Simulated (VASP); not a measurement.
Here is a VASP 6.6.1 calculation.

File INCAR:

```
PREC = Accurate ; ENCUT = 600
EDIFF = 1E-6 ; ISMEAR = 0
SIGMA = 0.02 ; LREAL = F
LASPH = T ; NELM = 80
ALGO = Normal ; ISIF = 3
LWAVE = F ; LCHARG = F
GGA = PS ; IBRION = 2
NSW = 100 ; EDIFFG = -0.005
```

KPOINTS

```
Automatic mesh
0
Gamma
  12 12 8
```

The input POSCAR:

```
Se
1.0
    4.0556755151      0.0000000000      0.0000000000
   -2.0278377576      3.5123180256      0.0000000000
    0.0000000000      0.0000000000      5.1078985603
Se
3
Direct
    0.2471211097      0.0000000000      0.1666666667
    0.0000000000      0.2471211097      0.8333333333
    0.7528788903      0.7528788903      0.5000000000
```

Potentials or basis: VASP PAW PBE potentials, release 64 (Se).

Command:

```console
$ cat potpaw_PBE.64/Se/POTCAR > POTCAR
$ mpirun -np 1 vasp_std > vasp.out
```

(1) Predict the relaxed cell.

(2) Estimate the space group after relaxing (to 0.1 Å).

(3) Predict the relaxed volume.

Results:

(1) a = 4.036 Å, b = 4.036 Å, c = 5.126 Å, α = 90.00°, β = 90.00°, γ = 120.00°.

(2) P3_221 (No. 154).

(3) 24.11 Å³/atom.

Caveat: the PAW data sets were made with another functional, which shifts forces and pressure a little.
